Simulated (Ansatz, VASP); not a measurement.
## One calculation of CsGd3S, two programs

File INCAR:

```
  ALGO = Normal
  EDIFF = 1E-7
  ENCUT = 520
  GGA = PE
  ISIF = 2
  ISMEAR = 0
  ISPIN = 2
  LASPH = T
  LCHARG = F
  LMAXMIX = 6
  LORBIT = 11
  LREAL = F
  LWAVE = F
  MAGMOM = 0 7 7 7 0
  NBANDS = 46
  NELM = 150
  PREC = Accurate
  SIGMA = 0.1
```

The input KPOINTS:

```
k-points
0
Gamma
  4 4 4
```

POSCAR

```
CsGd3S
1.0
    5.6222863900      0.0000000000      0.0000000000
    0.0000000000      5.6222863900      0.0000000000
    0.0000000000      0.0000000000      5.6222863900
Cs Gd S
1 3 1
Direct
    0.5000000000      0.5000000000      0.5000000000
    0.0000000000      0.5000000000      0.5000000000
    0.5000000000      0.0000000000      0.5000000000
    0.5000000000      0.5000000000      0.0000000000
    0.0000000000      0.0000000000      0.0000000000
```

Input for Ansatz:

```yaml
crystal:
  lattice:
    - [5.62228639, 0.0, 0.0]
    - [0.0, 5.62228639, 0.0]
    - [0.0, 0.0, 5.62228639]
  atoms:
    - { symbol: Cs, position: [0.5, 0.5, 0.5] }
    - { symbol: Gd, position: [0.0, 0.5, 0.5], spin: 7.0 }
    - { symbol: Gd, position: [0.5, 0.0, 0.5], spin: 7.0 }
    - { symbol: Gd, position: [0.5, 0.5, 0.0], spin: 7.0 }
    - { symbol: S, position: [0.0, 0.0, 0.0] }
basis:
  ecutwfc: 420
kpoints:
  mp_grid: { grid: [4, 4, 4] }
hamiltonian:
  xc: pbe
scf:
  occupations: { method: gaussian, width: 0.1 }
  lower_state_search: "off"
output:
  forces: true
  stress: true
  eigenvalues: true
  populations: true
magnetization:
  spin_polarized: true
```

Alike in both runs: task single point; functional PBE; k mesh 4 × 4 × 4; occupations gaussian, width 0.1 eV; collinear spin.

```csv
,VASP,Ansatz
version,VASP 6.6.1,Ansatz 0.2.0
potentials or method,"VASP PAW PBE potentials, release 64 (Cs_sv, Gd, S), cutoff 520 eV","scalar-relativistic, plane waves, PAW"
valence electrons in the cell,69,69
```

```csv
,VASP,Ansatz,Ansatz less VASP
gap on the k mesh at the Fermi level (eV),none,none,-
pressure (GPa),0.7,0.2,-0.50
net moment per atom (μB),4.33,4.43,+0.103
size of the moment on the site where the two differ most (μB),6.73,6.90,+0.172
```

The net moments are unlike, so the other rows may belong to different states. Site moments also hang on the region over which each program counts them. A gap of «none» marks a metal or a gap that the smearing closes.

Spin-orbit coupling is off throughout. Noted on VASP's run: too few bands were computed for a metal, which touches its energy and stress.
